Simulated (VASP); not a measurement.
# MoS2 in VASP: notebook

The runs below take MoS2 through single point, with RPBE, PBE+D3(BJ).

Everything below comes from runs of VASP 6.6.1. Logs are shortened: lines on timing, memory, paths and dates and some standing lists are left out, and cuts for length are marked.

**1. The cell of the first run**

The cell holds a slab with vacuum, 6 atoms: a = 3.247 Å, b = 3.247 Å, c = 22.096 Å, α = 90.00°, β = 90.00°, γ = 120.00°.

**2. Single point, RPBE**

The input, INCAR:

```
SYSTEM = MoS2
ALGO = Normal
EDIFF = 1E-7
ENCUT = 520
GGA = RP
ISIF = 2
ISMEAR = -1
LASPH = .TRUE.
LCHARG = .FALSE.
LREAL = .FALSE.
LWAVE = .FALSE.
NBANDS = 35
NELM = 100
PREC = Accurate
SIGMA = 0.05
```

The input, KPOINTS:

```
k-points
0
G
  10 10 2
  0 0 0
```

The input, POSCAR:

```
MoS2
1.0
    3.2469993021      0.0000000000      0.0000000000
   -1.6234996510      2.8119838817      0.0000000000
    0.0000000000      0.0000000000     22.0955550693
Mo S
2 4
Direct
    0.3333333333      0.6666666667      0.8511602300
    0.6666666667      0.3333333333      0.1488397700
    0.6666666667      0.3333333333      0.7796253900
    0.3333333333      0.6666666667      0.0772510000
    0.6666666667      0.3333333333      0.9227490000
    0.3333333333      0.6666666667      0.2203746100
```

Potentials or basis: VASP PAW PBE potentials, release 64 (Mo_sv, S).

The run is started by

```console
$ cat potpaw_PBE.64/Mo_sv/POTCAR potpaw_PBE.64/S/POTCAR > POTCAR
$ mpirun -np 1 vasp_std > vasp.out
```

OUTCAR:

```text
SYSTEM = MoS2
   EDIFF = 1E-7
   ENCUT = 520
   GGA = RP
   ISIF = 2
   ISMEAR = -1
   LASPH = .TRUE.
   LREAL = .FALSE.
   NELM = 100
   PREC = Accurate

 ion  position               nearest neighbor table
   1  0.333  0.667  0.851-   3 2.45   3 2.45   3 2.45   5 2.45   5 2.45   5 2.45
   2  0.667  0.333  0.149-   6 2.45   6 2.45   6 2.45   4 2.45   4 2.45   4 2.45
   3  0.667  0.333  0.780-   1 2.45   1 2.45   1 2.45
   4  0.333  0.667  0.077-   2 2.45   2 2.45   2 2.45
   5  0.667  0.333  0.923-   1 2.45   1 2.45   1 2.45
   6  0.333  0.667  0.220-   2 2.45   2 2.45   2 2.45

  LATTYP: Found a hexagonal cell.
 ALAT       =     3.2469993021
 C/A-ratio  =     6.8049152505

  Lattice vectors:

 A1 = (   3.2469993021,   0.0000000000,   0.0000000000)
 A2 = (  -1.6234996510,   2.8119838817,   0.0000000000)
 A3 = (   0.0000000000,   0.0000000000,  22.0955550693)

Analysis of symmetry for initial positions (statically):
=====================================================================
 Subroutine PRICEL returns:
 Original cell was already a primitive cell.

 Routine SETGRP: Setting up the symmetry group for a
 hexagonal supercell.

 Subroutine GETGRP returns: Found 12 space group operations
 (whereof 12 operations were pure point group operations)
 out of a pool of 24 trial point group operations.

The static configuration has the point symmetry D_3d.

Analysis of symmetry for dynamics (positions and initial velocities):
=====================================================================
 Subroutine PRICEL returns:
 Original cell was already a primitive cell.

 Routine SETGRP: Setting up the symmetry group for a
 hexagonal supercell.

 Subroutine GETGRP returns: Found 12 space group operations
 (whereof 12 operations were pure point group operations)
 out of a pool of 24 trial point group operations.

The dynamic configuration has the point symmetry D_3d.

 Subroutine INISYM returns: Found 12 space group operations
 (whereof 12 operations are pure point group operations),
 and found     1 'primitive' translations

----------------------------------------------------------------------------------------

                                     Primitive cell

  volume of cell :     201.7437

  direct lattice vectors                    reciprocal lattice vectors
     3.246999302  0.000000000  0.000000000     0.307976660  0.177810408  0.000000000
    -1.623499651  2.811983882  0.000000000     0.000000000  0.355620815  0.000000000
     0.000000000  0.000000000 22.095555069     0.000000000  0.000000000  0.045257971

  length of vectors
     3.246999302  3.246999302 22.095555069     0.355620815  0.355620815  0.045257971

  position of ions in fractional coordinates (direct lattice)
     0.333333333  0.666666667  0.851160230
     0.666666667  0.333333333  0.148839770
     0.666666667  0.333333333  0.779625390
     0.333333333  0.666666667  0.077251000
     0.666666667  0.333333333  0.922749000
     0.333333333  0.666666667  0.220374610

  ion indices of the primitive-cell ions
   primitive index   ion index
                 1           1
                 2           2
                 3           3
                 4           4
                 5           5
                 6           6

----------------------------------------------------------------------------------------

 KPOINTS: k-points

Automatic generation of k-mesh.
 Grid dimensions read from file:
 generate k-points for:   10   10    2

 Generating k-lattice:

  Cartesian coordinates                     Fractional coordinates (reciprocal lattice)
     0.030797666  0.017781041  0.000000000     0.100000000  0.000000000  0.000000000
     0.000000000  0.035562082  0.000000000     0.000000000  0.100000000  0.000000000
     0.000000000  0.000000000  0.022628986     0.000000000  0.000000000  0.500000000

  Length of vectors
     0.035562082  0.035562082  0.022628986

  Shift w.r.t. Gamma in fractional coordinates (k-lattice)
     0.000000000  0.000000000  0.000000000

 Subroutine IBZKPT returns following result:
 ===========================================

 Found     28 irreducible k-points:

 Following reciprocal coordinates:
            Coordinates               Weight
  0.000000  0.000000  0.000000      1.000000
  0.100000 -0.000000  0.000000      6.000000
  0.200000 -0.000000  0.000000      6.000000
  0.300000 -0.000000  0.000000      6.000000
  0.400000 -0.000000  0.000000      6.000000
  0.500000 -0.000000  0.000000      3.000000
[... 16 lines left out ...]
  0.300000  0.100000  0.500000     12.000000
  0.400000  0.100000  0.500000     12.000000
 [... further k-points ...]
   k-points           NKPTS =     28   k-points in BZ     NKDIM =     28   number of bands    NBANDS=     35
   number of dos      NEDOS =    301   number of ions     NIONS =      6
   total plane-waves  NPLWV =  96768
   dimension x,y,z NGX =    24 NGY =   24 NGZ =  168
   dimension x,y,z NGXF=    48 NGYF=   48 NGZF=  336
   ions per type =               2   4
   NGX,Y,Z   is equivalent  to a cutoff of  12.29, 12.29, 12.64 a.u.
   NGXF,Y,Z  is equivalent  to a cutoff of  24.58, 24.58, 25.28 a.u.
 SYSTEM =  MoS2
   PREC   = accura    normal or accurate (medium, high low for compatibility)
   ISTART =      0    job   : 0-new  1-cont  2-samecut
   ICHARG =      2    charge: 1-file 2-atom 10-const
   ISPIN  =      1    spin polarized calculation?
   LNONCOLLINEAR =      F non collinear calculations
   LSORBIT =      F    spin-orbit coupling
   LASPH  =      T    aspherical Exc in radial PAW
   ENCUT  =  520.0 eV  38.22 Ry    6.18 a.u.   6.04  6.04 41.08*2*pi/ulx,y,z
   NELM   =    100;   NELMIN=  2; NELMDL= -5     # of ELM steps
   EDIFF  = 0.1E-06   stopping-criterion for ELM
   LREAL  =      F    real-space projection
   EDIFFG = 0.1E-05   stopping-criterion for IOM
   NSW    =      0    number of steps for IOM
   IBRION =     -1    ionic relax: 0-MD 1-quasi-New 2-CG
   NFREE  =      0    steps in history (QN), initial steepest desc. (CG)
   ISIF   =      2    stress and relaxation
   ISYM   =      2    0-nonsym 1-usesym 2-fastsym
   POTIM  = 0.5000    time-step for ionic-motion
   TEBEG  =    0.0;   TEEND  =   0.0 temperature during run
   PSTRESS=    0.0 pullay stress
   NELECT =      52.0000    total number of electrons
   NUPDOWN=      -1.0000    fix difference up-down
   EMIN   =  10.00;   EMAX   =-10.00  energy-range for DOS
   EFERMI =   0.00;   METHOD = LEGACY
   ISMEAR =    -1;   SIGMA  =   0.05  broadening in eV -4-tet -1-fermi 0-gaus
   EFERMI_NEDOS =   21; number of points for ismear=-14 and -15
   IALGO  =     38    algorithm
   IMIX   =      4    mixing-type and parameters
     AMIX     =   0.40;   BMIX     =  1.00
     AMIX_MAG =   1.60;   BMIX_MAG =  1.00
  volume/ion in A,a.u.               =      33.62       226.91
  Fermi-wavevector in a.u.,A,eV,Ry     =   1.041860  1.968830 14.768742  1.085472
  Thomas-Fermi vector in A             =   2.176499
   LORBIT       =      0    0 simple, 1 ext, 2 COOP (PROOUT), +10 PAW based schemes
   GGA     = RP    functional components
   LHFCALC =     F    Hartree Fock is set to
   AEXX    =    0.0000 exact exchange contribution
   IVDW    =     0    specifies the selected vdW correction
   LEPSILON=     F    determine dielectric tensor
   LRPA    =     F    only Hartree local field effects (RPA)
 non-spin polarized calculation
  energy-cutoff  :      520.00
  volume of cell :      201.74
 maximum number of plane-waves:      5490
   NGX = 13   NGY = 13   NGZ = 83

 number of electron      52.0000002 magnetization

 Free energy of the ion-electron system (eV)
  ---------------------------------------------------
  ext. energy  EPLUGINS =         0.00000000
  ---------------------------------------------------
  free energy    TOTEN  =       -41.19540120 eV

  energy without entropy =      -41.19540101  energy(sigma->0) =      -41.19540111

 E-fermi :   1.8677     XC(G=0):  -6.3637

 val. band max:        1.2610172233   @ k =   0.0000   0.0000   0.0000
 cond. band min:       2.5841254266   @ k =   0.3000   0.3000   0.5000
 fundamental gap:      1.3231082033
 Fermi energy:         1.8677389362

 k-point     1 :       0.0000    0.0000    0.0000
  band No.  band energies     occupation
      1     -60.0250      2.00000
      2     -60.0250      2.00000
      3     -34.1114      2.00000
      4     -34.1113      2.00000
      5     -33.9718      2.00000
      6     -33.9718      2.00000
[... 27 lines left out ...]
     34       3.7402      0.00000
     35       6.1495      0.00000

 k-point     2 :       0.1000   -0.0000    0.0000
  band No.  band energies     occupation
      1     -60.0223      2.00000
      2     -60.0223      2.00000
      3     -34.1059      2.00000
      4     -34.1059      2.00000
      5     -34.0005      2.00000
      6     -34.0005      2.00000
[... 27 lines left out ...]
     34       3.7603      0.00000
     35       6.3800      0.00000

 k-point     3 :       0.2000   -0.0000    0.0000
  band No.  band energies     occupation
      1     -60.0153      2.00000
      2     -60.0153      2.00000
      3     -34.0916      2.00000
      4     -34.0916      2.00000
      5     -34.0748      2.00000
      6     -34.0748      2.00000
[... 27 lines left out ...]
     34       4.2478      0.00000
     35       6.9342      0.00000

 k-point     4 :       0.3000   -0.0000    0.0000
  band No.  band energies     occupation
      1     -60.0067      2.00000
      2     -60.0067      2.00000
      3     -34.1655      2.00000
      4     -34.1654      2.00000
      5     -34.0738      2.00000
      6     -34.0738      2.00000
[... 27 lines left out ...]
     34       4.6842      0.00000
     35       7.7287      0.00000

 k-point     5 :       0.4000   -0.0000    0.0000
  band No.  band energies     occupation
      1     -59.9997      2.00000
      2     -59.9997      2.00000
      3     -34.2378      2.00000
      4     -34.2378      2.00000
      5     -34.0595      2.00000
      6     -34.0595      2.00000
[... 638 lines left out ...]
 k-point    22 :       0.2000    0.1000    0.5000
  band No.  band energies     occupation
      1     -60.0097      2.00000
      2     -60.0097      2.00000
      3     -34.1273      2.00000
      4     -34.1273      2.00000
      5     -34.0800      2.00000
      6     -34.0800      2.00000
[... 27 lines left out ...]
     34       4.7269      0.00000
     35       7.4620      0.00000

 k-point    23 :       0.3000    0.1000    0.5000
  band No.  band energies     occupation
      1     -60.0018      2.00000
      2     -60.0018      2.00000
      3     -34.2035      2.00000
      4     -34.2035      2.00000
      5     -34.0639      2.00000
      6     -34.0639      2.00000
[... 27 lines left out ...]
     34       5.0376      0.00000
     35       8.2853      0.00000

 k-point    24 :       0.4000    0.1000    0.5000
  band No.  band energies     occupation
      1     -59.9970      2.00000
      2     -59.9970      2.00000
      3     -34.2501      2.00000
      4     -34.2501      2.00000
      5     -34.0561      2.00000
      6     -34.0561      2.00000
[... 27 lines left out ...]
     34       5.0333      0.00000
     35       7.3444      0.00000

 [... further k-points ...]

------------------------ aborting loop because EDIFF is reached ----------------------------------------

  FORCE on cell =-STRESS in cart. coord.  units (eV):
  Direction    XX          YY          ZZ          XY          YZ          ZX
  --------------------------------------------------------------------------------------
  -------------------------------------------------------------------------------------
  Total       -3.0171442     -3.0171442     -2.7957790     -0.0000000     -0.0000000      0.0000000
  in kB      -23.9610976    -23.9610976    -22.2030936     -0.0000000     -0.0000000      0.0000000
  external PRESSURE =     -23.3750963 kB  Pullay stress =       0.0000000 kB

 VOLUME and BASIS-vectors are now :
 -----------------------------------------------------------------------------
  energy-cutoff  :      520.00
  volume of cell :      201.74
      direct lattice vectors                 reciprocal lattice vectors
     3.246999302  0.000000000  0.000000000     0.307976660  0.177810408  0.000000000
    -1.623499651  2.811983882  0.000000000     0.000000000  0.355620815  0.000000000
     0.000000000  0.000000000 22.095555069     0.000000000  0.000000000  0.045257971

 POSITION                                       TOTAL-FORCE (eV/Angst)
 -----------------------------------------------------------------------------------
     -0.00000      1.87466     18.80686         0.000000      0.000000     -0.002345
      1.62350      0.93733      3.28870         0.000000     -0.000000      0.002345
      1.62350      0.93733     17.22626         0.000000      0.000000      0.505850
     -0.00000      1.87466      1.70690        -0.000000      0.000000      0.633065
      1.62350      0.93733     20.38865        -0.000000     -0.000000     -0.633065
     -0.00000      1.87466      4.86930        -0.000000      0.000000     -0.505850
 -----------------------------------------------------------------------------------
    total drift:                                0.000000     -0.000000      0.000000

  FREE ENERGIE OF THE ION-ELECTRON SYSTEM (eV)
  ---------------------------------------------------
  free  energy   TOTEN  =       -41.1954012028 eV

  energy  without entropy=      -41.1954010089  energy(sigma->0) =      -41.19540111
```

Wall time 2.1 min (1 thread of Intel Xeon 6975P-C (Granite Rapids), shared host); peak memory 0.39 GiB.

What came out:

| Property | Result |
| --- | --- |
| Free energy | -41.1954 eV |
| Largest force | 0.633 eV/Å |
| Band gap on the k mesh | 1.32 eV (least direct gap 1.74 eV) |

Forces on the atoms (eV/Å):
```
Mo   0.000  0.000 -0.002
Mo   0.000  0.000  0.002
S    0.000  0.000  0.506
S    0.000  0.000  0.633
S    0.000  0.000 -0.633
S    0.000  0.000 -0.506
```

Levels at points of the mesh, in eV from the valence-band top:
```tsv
k point	band 23	band 24	band 25	band 26	band 27	band 28	band 29	band 30
(0.00, 0.00, 0.00)	-1.80	-1.62	-0.38	0.00	2.26	2.26	2.27	2.27
(0.50, 0.00, 0.00)	-1.38	-1.33	-0.92	-0.89	1.73	1.74	2.19	2.25
(0.00, 0.00, 0.50)	-1.80	-1.62	-0.38	0.00	2.26	2.26	2.27	2.27
(0.50, 0.00, 0.50)	-1.38	-1.33	-0.92	-0.89	1.73	1.74	2.19	2.25
```

Caveat: the PAW data sets were made with another functional, which shifts forces and pressure a little.

**3. Single point, PBE+D3(BJ)**

This run uses another cell than the first one.

The input, INCAR:

```
SYSTEM = MoS2
ALGO     = Normal         ! electronic algorithm
EDIFF    = 1E-6           ! SCF threshold, eV
ENCUT    = 520            ! plane-wave cutoff, eV
GGA      = PE             ! functional
ISIF     = 2              ! what is computed and relaxed
ISMEAR   = -1             ! smearing method
IVDW     = 12             ! dispersion correction
LASPH    = .TRUE.         ! aspherical terms in the spheres
LCHARG   = .FALSE.        ! write CHGCAR
LREAL    = .FALSE.        ! projectors in reciprocal space
LWAVE    = .FALSE.        ! write WAVECAR
NBANDS   = 35             ! bands
NELM     = 80             ! most SCF steps
PREC     = Accurate       ! precision mode
SIGMA    = 0.05           ! smearing width, eV
```

KPOINTS is that of step 2.

POSCAR, as its differences from that of step 2:

```diff
@@ -2,5 +2,5 @@
 1.0
-    3.2469993021      0.0000000000      0.0000000000
-   -1.6234996510      2.8119838817      0.0000000000
-    0.0000000000      0.0000000000     22.0955550693
+    3.2264481230      0.0000000000      0.0000000000
+   -1.6132240615      2.7941860385      0.0000000000
+    0.0000000000      0.0000000000     21.9557060374
 Mo S
```

Potentials or basis: VASP PAW PBE potentials, release 64 (Mo_sv, S).

The run is started by

```console
$ cat potpaw_PBE.64/Mo_sv/POTCAR potpaw_PBE.64/S/POTCAR > POTCAR
$ mpirun -np 1 vasp_std > vasp.out
```

Wall time 2.8 min (1 thread of AMD EPYC 9R45 (Zen 5), shared host); peak memory 0.36 GiB.

It converged, with:

```
Free energy                : -45.7129 eV
Largest force              : 0.502 eV/Å
Band gap on the k mesh     : 1.34 eV (least direct gap 1.79 eV)
Dispersion energy per atom : -0.344 eV
```

Forces in eV/Å, atoms in the order of the input:
```
Mo   0.000  0.000  0.055
Mo   0.000  0.000 -0.055
S    0.000  0.000  0.502
S    0.000  0.000  0.442
S    0.000  0.000 -0.442
S    0.000  0.000 -0.502
```

Levels at points of the mesh, in eV from the valence-band top:
```csv
k point,band 23,band 24,band 25,band 26,band 27,band 28,band 29,band 30
"(0.00, 0.00, 0.00)",-1.84,-1.65,-0.42,0.00,2.30,2.30,2.31,2.31
"(0.50, 0.00, 0.00)",-1.39,-1.34,-0.96,-0.93,1.76,1.77,2.23,2.30
"(0.00, 0.00, 0.50)",-1.84,-1.65,-0.42,0.00,2.30,2.30,2.31,2.31
"(0.50, 0.00, 0.50)",-1.39,-1.34,-0.96,-0.93,1.76,1.77,2.23,2.30
```
